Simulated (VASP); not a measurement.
BeZn3Te:

```
CELL_PARAMETERS angstrom
3.97000 0.00000 0.00000
0.00000 3.97000 0.00000
0.00000 0.00000 10.34000
ATOMIC_POSITIONS crystal
Be 0.50000 0.50000 0.00000
Be 0.00000 0.00000 0.00000
Zn 0.00000 0.00000 0.68200
Zn 0.00000 0.00000 0.31800
Zn 0.50000 0.50000 0.68200
Zn 0.50000 0.50000 0.31800
Zn 0.50000 0.00000 0.50000
Zn 0.00000 0.50000 0.50000
Te 0.50000 0.00000 0.86100
Te 0.00000 0.50000 0.13900
```

| Quantity | Value |
| --- | --- |
| Program | VASP 6.6.1 |
| Task | relaxation of cell and atoms |
| Functional | PBE |
| Potentials or basis | VASP PAW PBE potentials, release 64 (Be, Zn, Te) |
| Cutoff | 600 eV |
| k mesh | 4 × 4 × 2 |
| Occupations | gaussian, width 0.2 eV |
| Spin | no spin polarisation |

At the start: pressure 11.3 GPa; volume 16.30 Å³/atom.

**Question.** Where does the relaxation end?

**Answer.** Over 16 steps the energy falls by 272.7 meV/atom and the volume is 21.37 Å³/atom (+31.1 %); space group P4/nmm (No. 129, to 0.1 Å) before and after.

Step by step:
```
step  energy change (eV)  largest force (eV/Å)  pressure (GPa)  volume (Å³)
   1              0.0000                1.3722           11.29       162.97
   2             -1.4323                0.7899           -0.60       191.49
   3             -1.4841                0.6930           -2.38       199.75
   4             -1.8638                0.5359           -1.36       196.26
   5             -2.2532                0.4576            1.62       190.01
   6             -1.5507                2.5416           11.63       176.17
   7             -2.2808                0.8695            3.47       187.22
   8             -2.4790                0.4725            2.53       192.38
   9             -2.6179                0.2765            0.87       200.48
  10             -2.6214                0.4509            0.57       202.26
  11             -2.6522                0.3877            0.24       205.07
  12             -2.7026                0.1710           -0.46       213.63
  13             -2.7047                0.1156           -0.60       215.82
  14             -2.7183                0.1692            0.09       213.74
  15             -2.7183                0.1730            0.11       213.71
  16             -2.7268                0.0504            0.01       213.67
```

Final structure:
```
CELL_PARAMETERS angstrom
3.82165 0.00000 0.00000
0.00000 3.82165 0.00000
0.00000 0.00000 14.62961
ATOMIC_POSITIONS crystal
Be 0.50000 0.50000 0.00000
Be 0.00000 0.00000 0.00000
Zn 0.00000 0.00000 0.65187
Zn 0.00000 0.00000 0.34813
Zn 0.50000 0.50000 0.65187
Zn 0.50000 0.50000 0.34813
Zn 0.50000 0.00000 0.49936
Zn 0.00000 0.50000 0.50064
Te 0.50000 0.00000 0.89337
Te 0.00000 0.50000 0.10663
```

Caveat: the k points lie up to 0.41 Å⁻¹ apart in the final cell, too coarse for converged energies and pressures of a metal; the volume moved by over 15 % at a fixed basis, so the end points are rough; the relaxation stopped at a loose force limit of 0.08 eV/Å, so its end isn't a converged minimum.
